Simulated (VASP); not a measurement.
A run of VASP 6.6.1:

The input INCAR:

```
SYSTEM = ScAl3
ALGO = Fast
EDIFF = 1E-7
ENCUT = 520
GGA = PE
ISIF = 2
ISMEAR = 0
LASPH = .True.
LCHARG = .True.
LELF = .True.
LREAL = .False.
LVHAR = .True.
LWAVE = .False.
NBANDS = 30
NELM = 100
PREC = Accurate
SIGMA = 0.15
```

File KPOINTS:

```
k-points
0
Gamma
  8 6 6
  0 0 0
```

The input POSCAR:

```
ScAl3
1.0
   -4.1053305952      0.0000000000      0.0000000000
    0.0000000000      4.1053305952      4.1053305952
    0.0000000000      4.1053305952     -4.1053305952
Sc Al
2 6
Direct
    1.0000000000      0.0000000000      0.0000000000
    1.0000000000      0.5000000000      0.5000000000
    0.5000000000      0.7500000000      0.2500000000
    0.5000000000      0.2500000000      0.7500000000
    1.0000000000      0.5000000000      0.0000000000
    1.0000000000      0.0000000000      0.5000000000
    0.5000000000      0.7500000000      0.7500000000
    0.5000000000      0.2500000000      0.2500000000
```

Potentials or basis: VASP PAW PBE potentials, release 64 (Sc_sv, Al).

Command:

```console
$ cat potpaw_PBE.64/Sc_sv/POTCAR potpaw_PBE.64/Al/POTCAR > POTCAR
$ mpirun -np 1 vasp_std > vasp.out
```

Hardware: 1 thread of Intel Xeon 6975P-C, with other jobs on the host.

Estimate the wall time of this run.

It took 5.2 min on 1 thread of Intel Xeon 6975P-C, with other jobs on the host, peak memory 0.36 GiB. Counts: scf iterations 24, k points 50.
